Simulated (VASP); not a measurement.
# In2O3 (R-3c) in VASP: further runs

The runs below take In2O3 through electric field gradients, with PBE, RPBE.

Everything below comes from runs of VASP 6.6.1. Logs are shortened: lines on timing, memory, paths and dates and some standing lists are left out, and cuts for length are marked.

## Step 1: The cell of the first run

Symmetry: R-3c, No. 167, trigonal system. The conventional cell has a = 5.487 Å, b = 5.487 Å, c = 14.510 Å, α = 90.00°, β = 90.00°, γ = 120.00°. Within 2.8 Å of In (site symmetry 3) lie 6 O at 2.12 to 2.26 Å. O (site symmetry 2) has 4 In at 2.12 to 2.26 Å within 2.8 Å.

## Step 2: Electric field gradients, PBE

Contents of INCAR:

```
SYSTEM = In2O3
PREC = Accurate
ENCUT = 520
EDIFF = 1E-8
ISMEAR = -1
SIGMA = 0.02
LREAL = .False.
LASPH = .True.
NELM = 80
ALGO = Normal
ISIF = 2
LWAVE = .False.
LCHARG = .False.
GGA = PE
LEFG = .True.
NBANDS = 55
```

Contents of KPOINTS:

```
regular mesh
0
Gamma
  4 4 4
  0 0 0
```

Contents of POSCAR:

```
In2O3
1.0
    2.7435000000      1.5839604635      4.8366666667
   -2.7435000000      1.5839604635      4.8366666667
    0.0000000000     -3.1679209270      4.8366666667
In O
4 6
Direct
    0.3579101234      0.3579101234      0.3579101234
    0.1420898766      0.1420898766      0.1420898766
    0.6420898766      0.6420898766      0.6420898766
    0.8579101234      0.8579101234      0.8579101234
    0.5459308203      0.9540691797      0.2500000000
    0.2500000000      0.5459308203      0.9540691797
    0.9540691797      0.2500000000      0.5459308203
    0.4540691797      0.0459308203      0.7500000000
    0.7500000000      0.4540691797      0.0459308203
    0.0459308203      0.7500000000      0.4540691797
```

Potentials or basis: VASP PAW PBE potentials, release 64 (In_d, O).

On the command line:

```console
cat potpaw_PBE.64/In_d/POTCAR potpaw_PBE.64/O/POTCAR > POTCAR
mpirun -np 1 vasp_std > vasp.out
```

OUTCAR:

```text
SYSTEM = In2O3
   PREC = Accurate
   ENCUT = 520
   EDIFF = 1E-8
   ISMEAR = -1
   LREAL = .False.
   LASPH = .True.
   NELM = 80
   ISIF = 2
   GGA = PE

 ion  position               nearest neighbor table
   1  0.358  0.358  0.358-   9 2.12   8 2.12  10 2.12   7 2.26   6 2.26   5 2.26   2 3.13   3 3.25
                             3 3.25   3 3.25   2 3.60   2 3.60   2 3.60   4 3.99   4 3.99   4 3.99
   2  0.142  0.142  0.142-  10 2.12   8 2.12   9 2.12   7 2.26   6 2.26   5 2.26   1 3.13   4 3.25
                             4 3.25   4 3.25   1 3.60   1 3.60   1 3.60   3 3.99   3 3.99   3 3.99
   3  0.642  0.642  0.642-   6 2.12   5 2.12   7 2.12   9 2.26  10 2.26   8 2.26   4 3.13   1 3.25
                             1 3.25   1 3.25   4 3.60   4 3.60   4 3.60   2 3.99   2 3.99   2 3.99
   4  0.858  0.858  0.858-   7 2.12   5 2.12   6 2.12   9 2.26  10 2.26   8 2.26   3 3.13   2 3.25
                             2 3.25   2 3.25   3 3.60   3 3.60   3 3.60   1 3.99   1 3.99   1 3.99
   5  0.546  0.954  0.250-   3 2.12   4 2.12   1 2.26   2 2.26
   6  0.250  0.546  0.954-   3 2.12   4 2.12   1 2.26   2 2.26
   7  0.954  0.250  0.546-   4 2.12   3 2.12   1 2.26   2 2.26
   8  0.454  0.046  0.750-   1 2.12   2 2.12   3 2.26   4 2.26
   9  0.750  0.454  0.046-   1 2.12   2 2.12   3 2.26   4 2.26
  10  0.046  0.750  0.454-   2 2.12   1 2.12   3 2.26   4 2.26

  LATTYP: Found a trigonal (rhomboedric) cell.
 ALAT       =     5.7817875648
 COS(alpha) =     0.5496857780

  Lattice vectors:

 A1 = (   2.7435000000,   1.5839604635,   4.8366666667)
 A2 = (  -2.7435000000,   1.5839604635,   4.8366666667)
 A3 = (   0.0000000000,  -3.1679209270,   4.8366666667)

Analysis of symmetry for initial positions (statically):
=====================================================================
 Subroutine PRICEL returns:
 Original cell was already a primitive cell.

 Routine SETGRP: Setting up the symmetry group for a
 trigonal (rhombohedral) supercell.

 Subroutine GETGRP returns: Found 12 space group operations
 (whereof  6 operations were pure point group operations)
 out of a pool of 12 trial point group operations.

The static configuration has the point symmetry S_6 .
 The point group associated with its full space group is D_3d.

Analysis of symmetry for dynamics (positions and initial velocities):
=====================================================================
 Subroutine PRICEL returns:
 Original cell was already a primitive cell.

 Routine SETGRP: Setting up the symmetry group for a
 trigonal (rhombohedral) supercell.

 Subroutine GETGRP returns: Found 12 space group operations
 (whereof  6 operations were pure point group operations)
 out of a pool of 12 trial point group operations.

The dynamic configuration has the point symmetry S_6 .
 The point group associated with its full space group is D_3d.

 Subroutine INISYM returns: Found 12 space group operations
 (whereof  6 operations are pure point group operations),
 and found     1 'primitive' translations

----------------------------------------------------------------------------------------

                                     Primitive cell

  volume of cell :     126.1092

  direct lattice vectors                    reciprocal lattice vectors
     2.743500000  1.583960463  4.836666667     0.182248952  0.105221482  0.068917988
    -2.743500000  1.583960463  4.836666667    -0.182248952  0.105221482  0.068917988
     0.000000000 -3.167920927  4.836666667     0.000000000 -0.210442963  0.068917988

  length of vectors
     5.781787565  5.781787565  5.781787565     0.221440578  0.221440578  0.221440578

  position of ions in fractional coordinates (direct lattice)
     0.357910123  0.357910123  0.357910123
     0.142089877  0.142089877  0.142089877
     0.642089877  0.642089877  0.642089877
     0.857910123  0.857910123  0.857910123
     0.545930820  0.954069180  0.250000000
     0.250000000  0.545930820  0.954069180
     0.954069180  0.250000000  0.545930820
     0.454069180  0.045930820  0.750000000
     0.750000000  0.454069180  0.045930820
     0.045930820  0.750000000  0.454069180
[... 90 lines left out ...]
   IALGO  =     38    algorithm
   IMIX   =      4    mixing-type and parameters
     AMIX     =   0.40;   BMIX     =  1.00
     AMIX_MAG =   1.60;   BMIX_MAG =  1.00
  volume/ion in A,a.u.               =      12.61        85.10
  Fermi-wavevector in a.u.,A,eV,Ry     =   1.452068  2.744010 28.687886  2.108500
  Thomas-Fermi vector in A             =   2.569492
   LORBIT       =      0    0 simple, 1 ext, 2 COOP (PROOUT), +10 PAW based schemes
   GGA     = PE    functional components
   LHFCALC =     F    Hartree Fock is set to
   AEXX    =    0.0000 exact exchange contribution
   IVDW    =     0    specifies the selected vdW correction
   LEPSILON=     F    determine dielectric tensor
   LRPA    =     F    only Hartree local field effects (RPA)
 non-spin polarized calculation
  energy-cutoff  :      520.00
  volume of cell :      126.11
 maximum number of plane-waves:      3426
 NGX is ok and might be reduce to    48
   NGX = 21   NGY = 21   NGZ = 21

 number of electron      88.0000010 magnetization

 Free energy of the ion-electron system (eV)
  ---------------------------------------------------
  ext. energy  EPLUGINS =         0.00000000
  ---------------------------------------------------
  free energy    TOTEN  =       -55.29017241 eV

  energy without entropy =      -55.29017241  energy(sigma->0) =      -55.29017241

 E-fermi :   6.0754     XC(G=0): -11.2372

 val. band max:        5.6261823848   @ k =   0.2500  -0.0000  -0.0000
 cond. band min:       6.9154168614   @ k =   0.0000   0.0000   0.0000
 fundamental gap:      1.2892344766
 Fermi energy:         6.0753960304

 k-point     1 :       0.0000    0.0000    0.0000
  band No.  band energies     occupation
      1     -12.0155      2.00000
      2     -11.1192      2.00000
      3     -11.1192      2.00000
      4     -10.9051      2.00000
      5     -10.9051      2.00000
      6     -10.8233      2.00000
[... 743 lines left out ...]
     54      15.4262      0.00000
     55      17.4590      0.00000

------------------------ aborting loop because EDIFF is reached ----------------------------------------

  FORCE on cell =-STRESS in cart. coord.  units (eV):
  Direction    XX          YY          ZZ          XY          YZ          ZX
  --------------------------------------------------------------------------------------
  -------------------------------------------------------------------------------------
  Total        7.4395233      7.4395233      5.9650657      0.0000000      0.0000000      0.0000000
  in kB       94.5167933     94.5167933     75.7842760      0.0000000      0.0000000      0.0000000
  external PRESSURE =      88.2726209 kB  Pullay stress =       0.0000000 kB

 VOLUME and BASIS-vectors are now :
 -----------------------------------------------------------------------------
  energy-cutoff  :      520.00
  volume of cell :      126.11
      direct lattice vectors                 reciprocal lattice vectors
     2.743500000  1.583960463  4.836666667     0.182248952  0.105221482  0.068917988
    -2.743500000  1.583960463  4.836666667    -0.182248952  0.105221482  0.068917988
     0.000000000 -3.167920927  4.836666667     0.000000000 -0.210442963  0.068917988

 POSITION                                       TOTAL-FORCE (eV/Angst)
 -----------------------------------------------------------------------------------
      0.00000      0.00000      5.19328         0.000000      0.000000     -0.024104
      0.00000      0.00000      2.06172         0.000000      0.000000      0.024104
      0.00000      0.00000      9.31672         0.000000      0.000000      0.024104
      0.00000      0.00000     12.44828         0.000000      0.000000     -0.024104
     -1.11973      1.58396      8.46417        -0.019425      0.000000      0.000000
     -0.81189     -1.76169      8.46417         0.009713     -0.016823     -0.000000
      1.93161      0.17773      8.46417         0.009713      0.016823     -0.000000
      1.11973     -1.58396      6.04583         0.019425      0.000000      0.000000
      0.81189      1.76169      6.04583        -0.009713      0.016823     -0.000000
     -1.93161     -0.17773      6.04583        -0.009713     -0.016823     -0.000000
 -----------------------------------------------------------------------------------
    total drift:                                0.000000      0.000000     -0.000000

  FREE ENERGIE OF THE ION-ELECTRON SYSTEM (eV)
  ---------------------------------------------------
  free  energy   TOTEN  =       -55.2901724075 eV

  energy  without entropy=      -55.2901724075  energy(sigma->0) =      -55.29017241

 Electric field gradients (V/A^2)
---------------------------------------------------------------------
 ion       V_xx      V_yy      V_zz      V_xy      V_xz      V_yz
---------------------------------------------------------------------
   1     -22.924   -22.924    45.848    -0.000     0.000     0.000
   2     -22.924   -22.924    45.848     0.000    -0.000     0.000
   3     -22.924   -22.924    45.848    -0.000     0.000     0.000
   4     -22.924   -22.924    45.848     0.000    -0.000     0.000
   5       9.746     6.279   -16.025     0.000     0.000   -37.589
   6       7.146     8.880   -16.025    -1.501    32.553    18.794
   7       7.146     8.880   -16.025     1.501   -32.553    18.794
   8       9.746     6.279   -16.025    -0.000    -0.000   -37.589
   9       7.146     8.880   -16.025    -1.501    32.553    18.794
  10       7.146     8.880   -16.025     1.501   -32.553    18.794
---------------------------------------------------------------------

 Electric field gradients after diagonalization (V/A^2)
 (convention: |V_zz| > |V_xx| > |V_yy|)
----------------------------------------------------------------------
 ion       V_xx      V_yy      V_zz     asymmetry (V_yy - V_xx)/ V_zz
----------------------------------------------------------------------
   1     -22.924   -22.924    45.848       0.000
   2     -22.924   -22.924    45.848       0.000
   3     -22.924   -22.924    45.848       0.000
   4     -22.924   -22.924    45.848       0.000
   5      34.335     9.746   -44.081       0.558
   6      34.335     9.746   -44.081       0.558
   7      34.335     9.746   -44.081       0.558
   8      34.335     9.746   -44.081       0.558
   9      34.335     9.746   -44.081       0.558
  10      34.335     9.746   -44.081       0.558
----------------------------------------------------------------------

           NMR quadrupolar parameters

 Cq : quadrupolar parameter    Cq=e*Q*V_zz/h
 eta: asymmetry parameters     (V_yy - V_xx)/ V_zz
 Q  : nuclear electric quadrupole moment in mb (millibarn)
----------------------------------------------------------------------
 ion       Cq(MHz)       eta       Q (mb)
----------------------------------------------------------------------
   1       0.111       0.000       1.000
   2       0.111       0.000       1.000
   3       0.111       0.000       1.000
   4       0.111       0.000       1.000
   5      -0.107       0.558       1.000
   6      -0.107       0.558       1.000
   7      -0.107       0.558       1.000
   8      -0.107       0.558       1.000
   9      -0.107       0.558       1.000
  10      -0.107       0.558       1.000
----------------------------------------------------------------------
```

Run time: 2.5 min. Hardware: 1 thread of Intel Xeon Platinum 8259CL at 2.50GHz (Skylake/Cascade Lake), shared host; peak memory 0.34 GiB.

What came out:

- Free energy: -55.2902 eV
- Pressure: 8.8 GPa
- Largest force: 0.024 eV/Å
- Band gap on the k mesh: 1.29 eV, indirect (least direct gap 1.31 eV)

Forces on the atoms (eV/Å):
```
In   0.000  0.000 -0.024
In   0.000  0.000  0.024
In   0.000  0.000  0.024
In   0.000  0.000 -0.024
O   -0.019  0.000  0.000
O    0.010 -0.017  0.000
O    0.010  0.017  0.000
O    0.019  0.000  0.000
O   -0.010  0.017  0.000
O   -0.010 -0.017  0.000
```

Electric field gradients, principal values (V/Å²):
| atom | least | middle | greatest (by size) |
| --- | --- | --- | --- |
| 1 In | -22.924 | -22.924 | 45.848 |
| 2 In | -22.924 | -22.924 | 45.848 |
| 3 In | -22.924 | -22.924 | 45.848 |
| 4 In | -22.924 | -22.924 | 45.848 |
| 5 O | 9.746 | 34.335 | -44.081 |
| 6 O | 9.746 | 34.335 | -44.081 |
| 7 O | 9.746 | 34.335 | -44.081 |
| 8 O | 9.746 | 34.335 | -44.081 |
| 9 O | 9.746 | 34.335 | -44.081 |
| 10 O | 9.746 | 34.335 | -44.081 |

Caveat: without QUAD_EFG the Cq values of the log hold for a quadrupole moment of 1 mb, not for the nuclei; spin-orbit coupling is left out, which moves the levels of the heavy elements.

[end of part 1 of 2]
